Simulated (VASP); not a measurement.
# Na in VASP: further runs

Na is run at these levels: PBE; tasks: single point.

All numbers are computed with VASP 6.6.1; they aren't measurements. Logs are shortened: lines on timing, memory, paths and dates and some standing lists are left out, and cuts for length are marked.

## (1) The cell of the first run

It takes space group Im-3m (No. 229, cubic). The conventional cell has a = 4.140 Å, b = 4.140 Å, c = 4.140 Å, α = 90.00°, β = 90.00°, γ = 90.00°. Na (site symmetry m-3m) has 14 Na at 3.59 to 4.14 Å within 4.7 Å.

## (2) Single point, PBE (strained)

Input file INCAR:

```
SYSTEM = Na
PREC     = Accurate       ! precision mode
ENCUT    = 520            ! plane-wave cutoff, eV
EDIFF    = 1E-6           ! SCF threshold, eV
ISMEAR   = 0              ! smearing method
SIGMA    = 0.1            ! smearing width, eV
LREAL    = .False.        ! projectors in reciprocal space
LASPH    = .True.         ! aspherical terms in the spheres
NELM     = 100            ! most SCF steps
ALGO     = Normal         ! electronic algorithm
ISIF     = 2              ! what is computed and relaxed
LWAVE    = .False.        ! write WAVECAR
LCHARG   = .True.         ! write CHGCAR
GGA      = PE             ! functional
LELF     = .True.         ! ELF
LVHAR    = .True.       
NBANDS   = 10             ! bands
```

Input file KPOINTS:

```
regular mesh
0
Gamma
  14 14 14
  0 0 0
```

Input file POSCAR:

```
Na
1.0
   -2.0700680000      2.0700680000      2.0700680000
    2.0700680000     -2.0700680000      2.0700680000
    2.0700680000      2.0700680000     -2.0700680000
Na
1
Direct
    0.0000000000      0.0000000000      0.0000000000
```

Potentials or basis: VASP PAW PBE potentials, release 64 (Na_pv).

The run is started by

```sh
$ cat potpaw_PBE.64/Na_pv/POTCAR > POTCAR
$ mpirun -np 1 vasp_std > vasp.out
```

OUTCAR:

```text
SYSTEM = Na
   PREC = Accurate
   ENCUT = 520
   EDIFF = 1E-6
   ISMEAR = 0
   LREAL = .False.
   LASPH = .True.
   NELM = 100
   ISIF = 2
   GGA = PE

 ion  position               nearest neighbor table
   1  0.000  0.000  0.000-

  LATTYP: Found a body centered cubic cell.
 ALAT       =     4.1401360000

  Lattice vectors:

 A1 = (  -2.0700680000,   2.0700680000,   2.0700680000)
 A2 = (   2.0700680000,  -2.0700680000,   2.0700680000)
 A3 = (   2.0700680000,   2.0700680000,  -2.0700680000)

Analysis of symmetry for initial positions (statically):
=====================================================================
 Subroutine PRICEL returns:
 Original cell was already a primitive cell.

 Routine SETGRP: Setting up the symmetry group for a
 body centered cubic supercell.

 Subroutine GETGRP returns: Found 48 space group operations
 (whereof 48 operations were pure point group operations)
 out of a pool of 48 trial point group operations.

The static configuration has the point symmetry O_h .

Analysis of symmetry for dynamics (positions and initial velocities):
=====================================================================
 Subroutine PRICEL returns:
 Original cell was already a primitive cell.

 Routine SETGRP: Setting up the symmetry group for a
 body centered cubic supercell.

 Subroutine GETGRP returns: Found 48 space group operations
 (whereof 48 operations were pure point group operations)
 out of a pool of 48 trial point group operations.

The dynamic configuration has the point symmetry O_h .

 Subroutine INISYM returns: Found 48 space group operations
 (whereof 48 operations are pure point group operations),
 and found     1 'primitive' translations

----------------------------------------------------------------------------------------

                                     Primitive cell

  volume of cell :      35.4825

  direct lattice vectors                    reciprocal lattice vectors
    -2.070068000  2.070068000  2.070068000     0.000000000  0.241537959  0.241537959
     2.070068000 -2.070068000  2.070068000     0.241537959  0.000000000  0.241537959
     2.070068000  2.070068000 -2.070068000     0.241537959  0.241537959  0.000000000

  length of vectors
     3.585462951  3.585462951  3.585462951     0.341586258  0.341586258  0.341586258

  position of ions in fractional coordinates (direct lattice)
     0.000000000  0.000000000  0.000000000
[... 79 lines left out ...]
   NSW    =      0    number of steps for IOM
   IBRION =     -1    ionic relax: 0-MD 1-quasi-New 2-CG
   NFREE  =      0    steps in history (QN), initial steepest desc. (CG)
   ISIF   =      2    stress and relaxation
   ISYM   =      2    0-nonsym 1-usesym 2-fastsym
   POTIM  = 0.5000    time-step for ionic-motion
   TEBEG  =    0.0;   TEEND  =   0.0 temperature during run
   PSTRESS=    0.0 pullay stress
   NELECT =       7.0000    total number of electrons
   NUPDOWN=      -1.0000    fix difference up-down
   EMIN   =  10.00;   EMAX   =-10.00  energy-range for DOS
   EFERMI =   0.00;   METHOD = LEGACY
   ISMEAR =     0;   SIGMA  =   0.10  broadening in eV -4-tet -1-fermi 0-gaus
   EFERMI_NEDOS =   21; number of points for ismear=-14 and -15
   IALGO  =     38    algorithm
   IMIX   =      4    mixing-type and parameters
     AMIX     =   0.40;   BMIX     =  1.00
     AMIX_MAG =   1.60;   BMIX_MAG =  1.00
  volume/ion in A,a.u.               =      35.48       239.45
  Fermi-wavevector in a.u.,A,eV,Ry     =   0.953022  1.800950 12.357503  0.908251
  Thomas-Fermi vector in A             =   2.081639
   LORBIT       =      0    0 simple, 1 ext, 2 COOP (PROOUT), +10 PAW based schemes
   GGA     = PE    functional components
   LHFCALC =     F    Hartree Fock is set to
   AEXX    =    0.0000 exact exchange contribution
   IVDW    =     0    specifies the selected vdW correction
   LEPSILON=     F    determine dielectric tensor
   LRPA    =     F    only Hartree local field effects (RPA)
 non-spin polarized calculation
 Gauss-broadening in eV      SIGMA  =   0.10
  energy-cutoff  :      520.00
  volume of cell :       35.48
 maximum number of plane-waves:       976
   NGX = 13   NGY = 13   NGZ = 13

 number of electron       6.9999987 magnetization

 Free energy of the ion-electron system (eV)
  ---------------------------------------------------
  ext. energy  EPLUGINS =         0.00000000
  ---------------------------------------------------
  free energy    TOTEN  =        -1.31052801 eV

  energy without entropy =       -1.30753762  energy(sigma->0) =       -1.30903282

 E-fermi :   0.4337     XC(G=0):  -6.6175

 val. band max:        0.4064341215   @ k =  -0.3571   0.4286   0.1429
 cond. band min:       0.4891170311   @ k =   0.3571   0.0714   0.0714
 fundamental gap:      0.0826829096
 Fermi energy:         0.4336760441

 k-point     1 :       0.0000    0.0000    0.0000
  band No.  band energies     occupation
      1     -24.4108      2.00000
      2     -24.4108      2.00000
      3     -24.4108      2.00000
      4      -2.9136      2.00000
      5      12.4776      0.00000
      6      12.4777      0.00000
      7      12.4777      0.00000
      8      13.5036      0.00000
      9      13.5036      0.00000
     10      14.0793      0.00000
[... 287 lines left out ...]
 k-point    24 :       0.3571    0.2857    0.0000
  band No.  band energies     occupation
      1     -24.4424      2.00000
      2     -24.4360      2.00000
      3     -24.4159      2.00000
      4       2.2061      0.00000
      5       2.6403      0.00000
      6       3.9717      0.00000
      7       8.7097      0.00000
      8      13.0260      0.00000
      9      13.9416      0.00000
     10      15.1370      0.00000

 [... further k-points ...]

------------------------ aborting loop because EDIFF is reached ----------------------------------------

  FORCE on cell =-STRESS in cart. coord.  units (eV):
  Direction    XX          YY          ZZ          XY          YZ          ZX
  --------------------------------------------------------------------------------------
  -------------------------------------------------------------------------------------
  Total        0.0690567      0.0690567      0.0690567     -0.0000000      0.0000000      0.0000000
  in kB        3.1181918      3.1181918      3.1181918     -0.0000000      0.0000000      0.0000000
  external PRESSURE =       3.1181918 kB  Pullay stress =       0.0000000 kB

 VOLUME and BASIS-vectors are now :
 -----------------------------------------------------------------------------
  energy-cutoff  :      520.00
  volume of cell :       35.48
      direct lattice vectors                 reciprocal lattice vectors
    -2.070068000  2.070068000  2.070068000     0.000000000  0.241537959  0.241537959
     2.070068000 -2.070068000  2.070068000     0.241537959  0.000000000  0.241537959
     2.070068000  2.070068000 -2.070068000     0.241537959  0.241537959  0.000000000

 POSITION                                       TOTAL-FORCE (eV/Angst)
 -----------------------------------------------------------------------------------
      0.00000      0.00000      0.00000         0.000000     -0.000000      0.000000
 -----------------------------------------------------------------------------------
    total drift:                               -0.000000     -0.000000     -0.000000

  FREE ENERGIE OF THE ION-ELECTRON SYSTEM (eV)
  ---------------------------------------------------
  free  energy   TOTEN  =        -1.3105280091 eV

  energy  without entropy=       -1.3075376219  energy(sigma->0) =       -1.30903282
```

stdout:

```text
POSCAR found type information on POSCAR Na
 POSCAR found :  1 types and       1 ions
 scaLAPACK will be used
 LDA part: xc-table for (Slater+PW92), standard interpolation
 POSCAR, INCAR and KPOINTS ok, starting setup
 FFT: planning ... GRIDC
 FFT: planning ... GRID_SOFT
 FFT: planning ... GRID
 WAVECAR not read
 entering main loop
```

It took 17 s on 1 thread of Intel Xeon Platinum 8488C (Sapphire Rapids), shared host; peak memory 0.16 GiB.

Results:

```
Free energy            : -1.3105 eV
Pressure               : 0.3 GPa
Band gap on the k mesh : zero (an odd number of electrons rules out a gap without spin polarisation)
```

Caveat: the cell differs from its parent crystal (strained).

## (3) Single point, PBE (strained)

Input file INCAR:

```
PREC = Accurate ; ENCUT = 520
EDIFF = 1E-7 ; ISMEAR = 0
SIGMA = 0.1 ; LREAL = False
LASPH = True ; NELM = 60
ALGO = Normal ; ISIF = 2
LWAVE = False ; LCHARG = False
GGA = PE ; NBANDS = 10
```

Input file KPOINTS:

```
Automatic mesh
0
Gamma
  14 14 14
```

Input file POSCAR:

```
Na
1.0
   -2.1157636500      2.1157636500      2.1157636500
    2.1157636500     -2.1157636500      2.1157636500
    2.1157636500      2.1157636500     -2.1157636500
Na
1
Direct
    0.0000000000      0.0000000000      0.0000000000
```

Potentials or basis: VASP PAW PBE potentials, release 64 (Na_pv).

The run is started by

```sh
$ cat potpaw_PBE.64/Na_pv/POTCAR > POTCAR
$ mpirun -np 1 vasp_std > vasp.out
```

It took 18 s on 1 thread of Intel Xeon Platinum 8488C (Sapphire Rapids), shared host; peak memory 0.16 GiB.

Results (log left out):

* Free energy: -1.3117 eV
* Pressure: -0.2 GPa
* Band gap on the k mesh: zero (an odd number of electrons rules out a gap without spin polarisation)

Levels at points of the mesh, in eV from the Fermi level:
| k point | band 1 | band 2 | band 3 | band 4 | band 5 | band 6 | band 7 | band 8 |
| --- | --- | --- | --- | --- | --- | --- | --- | --- |
| (0.00, 0.00, 0.00) | -24.89 | -24.89 | -24.89 | -3.21 | 11.62 | 11.62 | 11.62 | 12.60 |
| (0.50, 0.00, 0.00) | -24.93 | -24.91 | -24.89 | 0.78 | 1.22 | 8.14 | 9.03 | 9.16 |
| (0.50, 0.50, 0.50) | -24.92 | -24.92 | -24.92 | 4.51 | 4.51 | 4.85 | 4.85 | 4.85 |

Caveat: the cell differs from its parent crystal (strained).

## (4) Single point, PBE (strained)

Input file INCAR:

```
SYSTEM = Na
PREC     = Accurate       ! precision mode
ENCUT    = 520            ! plane-wave cutoff, eV
EDIFF    = 1E-6           ! SCF threshold, eV
ISMEAR   = 0              ! smearing method
SIGMA    = 0.1            ! smearing width, eV
LREAL    = .FALSE.        ! projectors in reciprocal space
LASPH    = .TRUE.         ! aspherical terms in the spheres
NELM     = 60             ! most SCF steps
ALGO     = Normal         ! electronic algorithm
ISIF     = 2              ! what is computed and relaxed
LWAVE    = .FALSE.        ! write WAVECAR
LCHARG   = .FALSE.        ! write CHGCAR
GGA      = PE             ! functional
NBANDS   = 10             ! bands
```

Input file KPOINTS:

```
regular mesh
0
G
  14 14 14
  0 0 0
```

Input file POSCAR:

```
Na
1.0
   -2.1394796500      2.1394796500      2.1394796500
    2.1394796500     -2.1394796500      2.1394796500
    2.1394796500      2.1394796500     -2.1394796500
Na
1
Direct
    0.0000000000      0.0000000000      0.0000000000
```

The run is started by

```sh
$ cat potpaw_PBE.64/Na_pv/POTCAR > POTCAR
$ mpirun -np 1 vasp_std > vasp.out
```

Wall time 18 s (1 thread of Intel Xeon Platinum 8488C (Sapphire Rapids), shared host); peak memory 0.17 GiB.

Results (log left out):

- Free energy: -1.3093 eV
- Pressure: -0.4 GPa
- Band gap on the k mesh: zero (an odd number of electrons rules out a gap without spin polarisation)

Levels at points of the mesh, in eV from the Fermi level:
```tsv
k point	band 1	band 2	band 3	band 4	band 5	band 6	band 7
(0.00, 0.00, 0.00)	-24.92	-24.92	-24.92	-3.14	11.40	11.40	11.40
(0.50, 0.00, 0.00)	-24.95	-24.93	-24.92	0.77	1.18	8.00	8.81
(0.50, 0.50, 0.50)	-24.94	-24.94	-24.94	4.45	4.45	4.74	4.74
```

Caveat: the cell differs from its parent crystal (strained).

## (5) Single point, PBE (strained)

Input file INCAR:

```
SYSTEM = Na
PREC = Accurate ; ENCUT = 520
EDIFF = 1E-7 ; ISMEAR = 0
SIGMA = 0.1 ; LREAL = .False.
LASPH = .True. ; NELM = 60
ALGO = Normal ; ISIF = 2
LWAVE = .False. ; LCHARG = .True.
GGA = PE ; LELF = .True.
LVHAR = .True. ; NBANDS = 10
```

Input file KPOINTS:

```
Automatic mesh
0
Gamma
  12 12 12
  0 0 0
```

Input file POSCAR:

```
Na
1.0
   -2.0852081250      2.0852081250      2.0216831250
    2.0852081250     -2.0852081250      2.0216831250
    2.0852081250      2.0852081250     -2.0216831250
Na
1
Direct
    0.0000000000      0.0000000000      0.0000000000
```

The run is started by

```sh
$ cat potpaw_PBE.64/Na_pv/POTCAR > POTCAR
$ mpirun -np 1 vasp_std > vasp.out
```

It took 38 s on 1 thread of Intel Xeon Platinum 8488C (Sapphire Rapids), shared host; peak memory 0.18 GiB.

The run converged. Its results:

```yaml
Free_energy: -1.3081 eV
Pressure: 0.4 GPa
Band_gap_on_the_k_mesh: zero (an odd number of electrons rules out a gap without spin polarisation)
```

Stress tensor (GPa, compression positive):
```
0.48 0.00 0.00
0.00 0.48 0.00
0.00 0.00 0.33
```

Levels at points of the mesh, in eV from the Fermi level:
```csv
k point,band 2,band 3,band 4,band 5,band 6,band 7
"(0.00, 0.00, 0.00)",-24.83,-24.83,-3.36,11.79,12.28,12.28
"(0.50, 0.00, 0.00)",-24.84,-24.83,0.85,1.36,8.33,9.43
"(0.50, 0.50, 0.00)",-24.84,-24.83,0.73,1.21,8.74,9.85
"(0.50, 0.50, 0.50)",-24.86,-24.86,4.50,4.76,4.93,4.93
```

Caveat: the cell differs from its parent crystal (strained).

## (6) Single point, PBE (strained)

Input file INCAR:

```
SYSTEM = Na
  PREC = Accurate
  ENCUT = 520
  EDIFF = 1E-7
  ISMEAR = 0
  SIGMA = 0.1
  LREAL = .False.
  LASPH = .True.
  NELM = 60
  ALGO = Normal
  ISIF = 2
  LWAVE = .False.
  LCHARG = .False.
  GGA = PE
  NBANDS = 10
```

Input file KPOINTS:

```
regular mesh
0
Gamma
  12 12 12
  0 0 0
```

Input file POSCAR:

```
Na
1.0
   -2.0727995750      2.0727995750      2.0727995750
    2.1574995750     -2.1574995750      2.2421995750
    2.1574995750      2.2421995750     -2.1574995750
Na
1
Direct
    0.0000000000      0.0000000000      0.0000000000
```

Potentials or basis: VASP PAW PBE potentials, release 64 (Na_pv).

The run is started by

```sh
$ cat potpaw_PBE.64/Na_pv/POTCAR > POTCAR
$ mpirun -np 1 vasp_std > vasp.out
```

Run time: 36 s. Hardware: 1 thread of Intel Xeon Platinum 8488C (Sapphire Rapids), shared host; peak memory 0.19 GiB.

It converged, with:

```
Free energy            : -1.3022 eV
Pressure               : -0.5 GPa
Band gap on the k mesh : zero (an odd number of electrons rules out a gap without spin polarisation)
```

Stress tensor (GPa, compression positive):
```
-0.54 -0.18 -0.18
-0.18 -0.54  0.18
-0.18  0.18 -0.54
```

Levels at points of the mesh, in eV from the Fermi level:
| k point | band 1 | band 2 | band 3 | band 4 | band 5 | band 6 | band 7 | band 8 |
| --- | --- | --- | --- | --- | --- | --- | --- | --- |
| (0.00, 0.00, 0.00) | -24.94 | -24.94 | -24.94 | -3.08 | 11.06 | 11.06 | 11.06 | 12.17 |
| (0.50, 0.00, 0.00) | -24.97 | -24.95 | -24.94 | 0.92 | 1.35 | 7.83 | 8.49 | 8.72 |
| (0.00, 0.50, 0.00) | -24.96 | -24.95 | -24.94 | 0.64 | 0.99 | 7.88 | 8.27 | 9.60 |
| (0.50, 0.50, 0.50) | -24.97 | -24.95 | -24.95 | 4.44 | 4.44 | 4.59 | 4.73 | 4.73 |

Caveat: the cell differs from its parent crystal (strained).

## (7) Summary

```tsv
cell	k mesh	gap on the mesh (eV)	pressure (GPa)
a = 3.585 Å, angles 109.5°, 1 atom	14 × 14 × 14	none	0.3
a = 3.665 Å, angles 109.5°, 1 atom	14 × 14 × 14	none	-0.2
a = 3.706 Å, angles 109.5°, 1 atom	14 × 14 × 14	none	-0.4
a = 3.575 Å, angles 108.6, 108.6, 111.1°, 1 atom	12 × 12 × 12	none	0.4
a = 3.590, b = 3.786, c = 3.786 Å, angles 110.5, 108.4, 108.4°, 1 atom	12 × 12 × 12	none	-0.5
```

Alike in all rows: task single point; level PBE; potentials or basis VASP PAW PBE potentials, release 64 (Na_pv); no spin polarisation; cutoff (eV) 520; smearing gaussian 0.1 eV.

Absolute energies hang on the potentials; compare differences alone.
